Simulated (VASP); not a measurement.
Runs of VASP 6.6.1 on FeO. The structure is that of space group Pm-3m (No. 221), or close to it. The cells are those of the table. 

| task | level | potentials or basis | cell | k mesh | cutoff (eV) | grid for exact exchange (PRECFOCK) | share of exact exchange | screening parameter | gap on the mesh (eV) | pressure (GPa) | moment (μB) | relaxed volume (Å³/atom) |
| --- | --- | --- | --- | --- | --- | --- | --- | --- | --- | --- | --- | --- |
| single point | PBEsol | VASP PAW PBE potentials, release 64 (Fe, O) | a = 2.612 Å, 2 atoms | 10 × 10 × 10 | 520 | - | - | - | none | -0.4 | 4.00 | - |
| single point | PBEsol-based global hybrid with 25 % exact exchange | VASP PAW PBE potentials, release 64 (Fe, O) | a = 2.589 Å, 2 atoms | 5 × 5 × 5 | 520 | Normal | 0.25 | - | none | (a) | 4.00 | - |
| relaxation of cell and atoms | LDA | VASP PAW LDA potentials, release 64 (Fe, O) | relaxed from a = 2.612 Å, 2 atoms | 10 × 10 × 10 | 600 | - | - | - | none | 0.0 | 3.94 | (b) |
| single point | PBEsol-based screened hybrid with 25 % exact exchange | VASP PAW PBE potentials, release 64 (Fe, O) | a = 2.590 Å, 2 atoms | 5 × 5 × 5 | 520 | Normal | 0.25 | 0.207 1/Å | none | 0.8 | 4.00 | - |
| relaxation of cell and atoms | PBE-based screened hybrid with 25 % exact exchange | VASP PAW PBE potentials, release 64 (Fe, O) | relaxed from a = 2.612 Å, 2 atoms | 5 × 5 × 5 | 600 | Normal | 0.25 | 0.3 1/Å | none | 0.0 | 4.00 | 8.98 |
| single point | LDA | VASP PAW LDA potentials, release 64 (Fe, O) | a = 2.577 Å, 2 atoms | 10 × 10 × 10 | 520 | - | - | - | none | -0.1 | 3.94 | - |
| single point | PBEsol-based global hybrid with 25 % exact exchange | VASP PAW PBE potentials, release 64 (Fe, O) | a = 2.612 Å, 2 atoms | 5 × 5 × 5 | 520 | Normal | 0.25 | - | none | -5.8 | 4.00 | - |

Alike in all rows: spin collinear, ferromagnetic start; smearing fermi-dirac 0.05 eV.

Task: Fill in the values left out.

Result: (a) 0.6; (b) 8.55.

Caveats: some runs use coarse meshes; a cell with one magnetic atom can't hold antiferromagnetic order, which such compounds often take; the PAW data sets were made with another functional, which shifts forces and pressure a little (at least some runs); semilocal functionals often make such compounds metallic where correlation or magnetic order opens a gap, which also shifts bond lengths (at least some runs).

A gap of «none» marks levels without a gap at the run's occupations.
